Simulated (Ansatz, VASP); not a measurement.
**One calculation of La3O2, two programs**

Contents of INCAR:

```
SYSTEM = La3O2
PREC     = Accurate       ! precision mode
ENCUT    = 520            ! plane-wave cutoff, eV
EDIFF    = 1E-6           ! SCF threshold, eV
ISMEAR   = 0              ! smearing method
SIGMA    = 0.1            ! smearing width, eV
LREAL    = .FALSE.        ! projectors in reciprocal space
LASPH    = .TRUE.         ! aspherical terms in the spheres
NELM     = 80             ! most SCF steps
ALGO     = Normal         ! electronic algorithm
ISIF     = 2              ! what is computed and relaxed
LWAVE    = .FALSE.        ! write WAVECAR
LCHARG   = .TRUE.         ! write CHGCAR
GGA      = PE             ! functional
LELF     = .TRUE.         ! ELF
LVHAR    = .TRUE.       
NBANDS   = 30             ! bands
```

File KPOINTS:

```
Automatic mesh
0
G
  6 6 2
  0 0 0
```

The input POSCAR:

```
La3O2
1.0
    4.7764457200      0.0000000000      0.0000000000
   -2.3882228600      4.1365233400      0.0000000000
    0.0000000000      0.0000000000      7.4951275500
La O
3 2
Direct
    0.3333333300      0.6666666700      0.1454421400
    0.0000000000      0.0000000000      0.5000000000
    0.6666666700      0.3333333300      0.8545578600
    0.6666666700      0.3333333300      0.2518665800
    0.3333333300      0.6666666700      0.7481334200
```

Input for Ansatz:

```yaml
crystal:
  lattice:
    - [4.77644572, 0.0, 0.0]
    - [-2.38822286, 4.13652334, 0.0]
    - [0.0, 0.0, 7.49512755]
  atoms:
    - { symbol: La, position: [0.33333333, 0.66666667, 0.14544214] }
    - { symbol: La, position: [0.0, 0.0, 0.5] }
    - { symbol: La, position: [0.66666667, 0.33333333, 0.85455786] }
    - { symbol: O, position: [0.66666667, 0.33333333, 0.25186658] }
    - { symbol: O, position: [0.33333333, 0.66666667, 0.74813342] }
basis:
  ecutwfc: 420
kpoints:
  mp_grid: { grid: [6, 6, 2] }
hamiltonian:
  xc: pbe
scf:
  occupations: { method: gaussian, width: 0.1 }
  lower_state_search: "off"
output:
  forces: true
  stress: true
  eigenvalues: true
```

Change from the starting cell: species swapped into the Pm2O3 type (P-3m1, No. 164).

Alike in both runs: task single point; functional PBE; k mesh 6 × 6 × 2; occupations gaussian, width 0.1 eV; no spin polarisation.

|  | VASP | Ansatz |
| --- | --- | --- |
| version | VASP 6.6.1 | Ansatz 0.2.0 |
| potentials or method | VASP PAW PBE potentials, release 64 (La, O), cutoff 520 eV | scalar-relativistic, plane waves, PAW |
| valence electrons in the cell | 45 | 45 |

Ansatz gave:

```
gap on the k mesh at the Fermi level (eV)                     : none
pressure (GPa)                                                : -12.8
traceless stress, the component that is largest in VASP (GPa) : 4.12
rms of the force components (eV/Å)                            : 0.300
```

Q: Which values does VASP return?

A: gap on the k mesh at the Fermi level (eV): none; pressure (GPa): -12.9; traceless stress, the component that is largest in VASP (GPa): 4.13; rms of the force components (eV/Å): 0.302.

Atom by atom the forces differ by 0.003 eV/Å (rms over components). A gap of «none» marks a metal or a gap that the smearing closes.

The k mesh is coarse, so the values compare programs but aren't converged. Neither program's run includes spin-orbit coupling.
